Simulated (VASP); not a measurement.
A run of VASP 6.6.1 is set up as follows.

The input INCAR:

```
SYSTEM = NaH
  PREC = Accurate
  ENCUT = 520
  EDIFF = 1E-7
  ISMEAR = -1
  SIGMA = 0.02
  LREAL = .False.
  LASPH = .True.
  NELM = 100
  ALGO = Normal
  ISIF = 2
  LWAVE = .False.
  LCHARG = .False.
  GGA = PE
  NBANDS = 11
```

The input KPOINTS:

```
Automatic mesh
0
Gamma
  8 8 8
  0 0 0
```

The input POSCAR:

```
NaH
1.0
    0.0443207860      2.6412418404      2.6412418404
    2.6412418404      0.0443207860      2.6412418404
    2.6412418404      2.6412418404      0.0443207860
Na H
1 1
Direct
    0.0014455409      0.0014455409      0.0014455409
    0.2485544591      0.2485544591      0.2485544591
```

Potentials or basis: VASP PAW PBE potentials, release 64 (Na_pv, H).

Run with:

```sh
$ cat potpaw_PBE.64/Na_pv/POTCAR potpaw_PBE.64/H/POTCAR > POTCAR
$ mpirun -np 1 vasp_std > vasp.out
```

Question: Predict the band gap on the k mesh.

Answer: 3.47 eV, indirect (least direct gap 4.24 eV).

Question: Estimate the pressure.

Answer: -0.2 GPa.

Stress tensor (GPa, compression positive):
```
-0.22 -0.24 -0.24
-0.24 -0.22 -0.24
-0.24 -0.24 -0.22
```

Caveat: the cell differs from its parent crystal (strain along [111] +2.6%). A k mesh can miss the band edges.
